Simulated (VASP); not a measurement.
CdTe, 2 atoms in the cell. Symmetry: I-4m2, No. 119, tetragonal system. The conventional cell has a = 4.533 Å, b = 4.533 Å, c = 6.602 Å, α = 90.00°, β = 90.00°, γ = 90.00°. Cd (site symmetry -4m2) has 4 Te at 2.80 Å within 3.7 Å. Te (site symmetry -4m2) has 4 Cd at 2.80 Å within 3.7 Å. 

* Program: VASP 6.6.1
* Task: single point
* Functional: PBE
* Potentials or basis: VASP PAW PBE potentials, release 64 (Cd, Te)
* Cutoff: 520 eV
* k mesh: 6 × 6 × 6
* Occupations: fermi-dirac, width 0.05 eV
* Spin: no spin polarisation
* Dipole correction: no
* Further INCAR settings: ALGO = Normal; EDIFF = 1e-06; NBANDS = 16

Potentials or basis: VASP PAW PBE potentials, release 64 (Cd, Te).

Command:

```bash
$ cat potpaw_PBE.64/Cd/POTCAR potpaw_PBE.64/Te/POTCAR > POTCAR
$ mpirun -np 1 vasp_std > vasp.out
```

Hardware: 1 thread of Intel Xeon 6975P-C, on a shared host.

**Question.** How long does it take, and how much memory?

**Answer.** Wall time 40 s on 1 thread of Intel Xeon 6975P-C (shared host), peak memory 0.22 GiB. Counts: scf iterations 12, k points 30.
